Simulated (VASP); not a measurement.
Input of a VASP 6.6.1 run:

File INCAR:

```
  PREC = Accurate
  ENCUT = 1300
  EDIFF = 1E-6
  ISMEAR = 0
  SIGMA = 0.05
  LREAL = False
  LASPH = True
  NELM = 120
  ALGO = Normal
  ISIF = 2
  LWAVE = False
  LCHARG = False
  GGA = CA
  NBANDS = 16
  GGA_COMPAT = False
```

KPOINTS

```
Automatic mesh
0
Gamma
  9 9 9
```

The input POSCAR:

```
CaC2
1.0
    1.9443979843      1.1225986996      3.9538747767
   -1.9443979843      1.1225986996      3.9538747767
    0.0000000000     -2.2451973993      3.9538747767
Ca C
1 2
Direct
    0.0000000000      0.0000000000      0.0000000000
    0.5529150000      0.5529150000      0.5529150000
    0.4470850000      0.4470850000      0.4470850000
```

Potentials or basis: VASP PAW LDA potentials, release 64 (Ca_sv, C_h).

Command:

```sh
$ cat potpaw_LDA.64/Ca_sv/POTCAR potpaw_LDA.64/C_h/POTCAR > POTCAR
$ mpirun -np 1 vasp_std > vasp.out
```

(1) What does it give for the band gap on the k mesh?

(2) Predict the largest force.

(3) Predict the pressure.

## Answers

(1) 2.65 eV (least direct gap 3.75 eV).

(2) 0.354 eV/Å.

(3) -5.0 GPa.

Caveat: the cell stands under tension.
